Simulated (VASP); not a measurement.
Crystal: Cu.

```
Cu
1.0
     2.53076    0.00000    0.00000
    -1.26538    2.19171    0.00000
     0.00000    0.00000    8.26182
Cu
4
Direct
  0.00000 0.00000 0.00000
  0.33333 0.66667 0.25000
  0.00000 0.00000 0.50000
  0.66667 0.33333 0.75000
```

Base run:

```yaml
Program: VASP 6.6.1
Functional: PBEsol
Potentials_or_basis: VASP PAW PBE potentials, release 64 (Cu)
Cutoff: 520 eV
k_mesh: 12 × 12 × 3
Occupations: fermi-dirac, width 0.1 eV
Spin: no spin polarisation
```

Its results: band gap on the k mesh zero (band 22 reaches 11.12 eV, above the bottom of band 23 at 6.02 eV); pressure -1.2 GPa.

Task: The run is repeated on the same cell with these changes: potentials or basis from VASP PAW PBE potentials, release 64 (Cu) to VASP PAW PBE potentials, release 64 (Cu_sv_GW); cutoff from 520 eV to 700 eV; further incar settings from ALGO = Normal; EDIFF = 1e-07; NBANDS = 30 to ALGO = Normal; EDIFF = 1e-06; NBANDS = 46; valence electrons from 44 to 76. What comes out?

Result: Band gap on the k mesh zero (band 38 reaches 11.11 eV, above the bottom of band 39 at 6.07 eV); pressure -6.7 GPa.

Caveats: the PAW data sets were made with another functional, which shifts forces and pressure a little.
